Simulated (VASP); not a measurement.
The system is CoSi2.

```
Co Si
1.0
     0.00000    2.74983    2.74983
     2.74983    0.00000    2.74983
     2.74983    2.74983    0.00000
Co Si
1 2
Cartesian
  0.0000 0.0000 0.0000
  1.3749 1.3749 1.3749
  4.1247 4.1247 4.1247
```

Base run:

- Program: VASP 6.6.1
- Functional: PBE
- Potentials or basis: VASP PAW PBE potentials, release 64 (Co, Si)
- Cutoff: 520 eV
- k mesh: 14 × 14 × 14
- Occupations: gaussian, width 0.15 eV
- Spin: collinear spin, ferromagnetic start
- Starting moments: [0.55, 0.0, 0.0] μB
- Fixed moment: 0.55 μB

Its results: pressure -10.3 GPa; site moments Co +0.35; Si +0.04 μB.

Problem. After a change of settings the same cell gave: pressure 3.1 GPa; site moments Co +1.40; Si +0.17 μB. Which change was it?
A. fixed moment from 0.55 μB to 1.375 μB; moments at the start from [0.55, 0.0, 0.0] to [1.38, 0.0, 0.0]
B. fixed moment from 0.55 μB to 2.2 μB; moments at the start from [0.55, 0.0, 0.0] to [2.2, 0.0, 0.0]
C. fixed moment from 0.55 μB to 1.65 μB; moments at the start from [0.55, 0.0, 0.0] to [1.65, 0.0, 0.0]
D. fixed moment from 0.55 μB to 0.825 μB; moments at the start from [0.55, 0.0, 0.0] to [0.82, 0.0, 0.0]

Solution. B.

Caveats: the total moment is fixed, so each spin has its own Fermi level.
